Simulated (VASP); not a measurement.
A run of VASP 6.6.1:

File INCAR:

```
SYSTEM = CuSi16
  PREC = Accurate
  ENCUT = 520
  EDIFF = 1E-6
  ISMEAR = -1
  SIGMA = 0.02
  LREAL = Auto
  LASPH = .TRUE.
  NELM = 60
  ALGO = Normal
  ISIF = 2
  LWAVE = .FALSE.
  LCHARG = .FALSE.
  GGA = PE
  IBRION = 2
  NSW = 80
  EDIFFG = -0.03
  NELECT = 74.0
```

KPOINTS

```
regular mesh
0
G
  2 2 2
  0 0 0
```

Contents of POSCAR:

```
CuSi16
1.0
    0.0000000000      5.4300000000      5.4300000000
    5.4300000000      0.0000000000      5.4300000000
    5.4300000000      5.4300000000      0.0000000000
Si Cu
16 1
Direct
    0.0000000000      0.0000000000      0.0000000000
    0.1250000000      0.1250000000      0.1250000000
    0.0000000000      0.0000000000      0.5000000000
    0.1250000000      0.1250000000      0.6250000000
    0.0000000000      0.5000000000      0.0000000000
    0.1250000000      0.6250000000      0.1250000000
    0.0000000000      0.5000000000      0.5000000000
    0.1250000000      0.6250000000      0.6250000000
    0.5000000000      0.0000000000      0.0000000000
    0.6250000000      0.1250000000      0.1250000000
    0.5000000000      0.0000000000      0.5000000000
    0.6250000000      0.1250000000      0.6250000000
    0.5000000000      0.5000000000      0.0000000000
    0.6250000000      0.6250000000      0.1250000000
    0.5000000000      0.5000000000      0.5000000000
    0.6250000000      0.6250000000      0.6250000000
    0.0625373000      0.3132258000      0.8165092000
```

Potentials or basis: VASP PAW PBE potentials, release 64 (Si, Cu).

Command:

```sh
$ cat potpaw_PBE.64/Si/POTCAR potpaw_PBE.64/Cu/POTCAR > POTCAR
$ mpirun -np 1 vasp_std > vasp.out
```

Hardware: 1 thread of Oxide Virtual Turin-like Processor, with other jobs on the host.

**Question.** Estimate the wall time of this run.

**Answer.** Wall time 54 min on 1 thread of Oxide Virtual Turin-like Processor (shared host), peak memory 0.53 GiB. Counts: scf iterations 115, k points 8, ion steps 16.
